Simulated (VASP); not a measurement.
Input of a VASP 6.6.1 run:

Contents of INCAR:

```
SYSTEM = CdSe
PREC = Accurate ; ENCUT = 520
EDIFF = 1E-6 ; ISMEAR = 0
SIGMA = 0.05 ; LREAL = .False.
LASPH = .True. ; NELM = 100
ALGO = Normal ; ISIF = 2
LWAVE = .False. ; LCHARG = .True.
GGA = PS ; LELF = .True.
LVHAR = .True. ; NBANDS = 16
```

Contents of KPOINTS:

```
Automatic mesh
0
Gamma
  10 10 10
  0 0 0
```

The input POSCAR:

```
CdSe
1.0
    0.0000000000      3.2386725226      3.2386725226
    3.2386725226      0.0000000000      3.2386725226
    3.1536033910      3.1536033910      0.0850691316
Cd Se
1 1
Direct
    0.0000000000      0.0000000000      0.0000000000
    0.7500000000      0.7500000000      0.7500000000
```

Potentials or basis: VASP PAW PBE potentials, release 64 (Cd, Se).

Launch:

```console
$ cat potpaw_PBE.64/Cd/POTCAR potpaw_PBE.64/Se/POTCAR > POTCAR
$ mpirun -np 1 vasp_std > vasp.out
```

(1) What does it give for the pressure?

(2) What does it give for the largest force?

(3) Estimate the band gap on the k mesh.

Results:

(1) -5.2 GPa.

(2) 0.118 eV/Å.

(3) 0.27 eV.

Caveat: the cell stands under tension; the PAW data sets were made with another functional, which shifts forces and pressure a little.
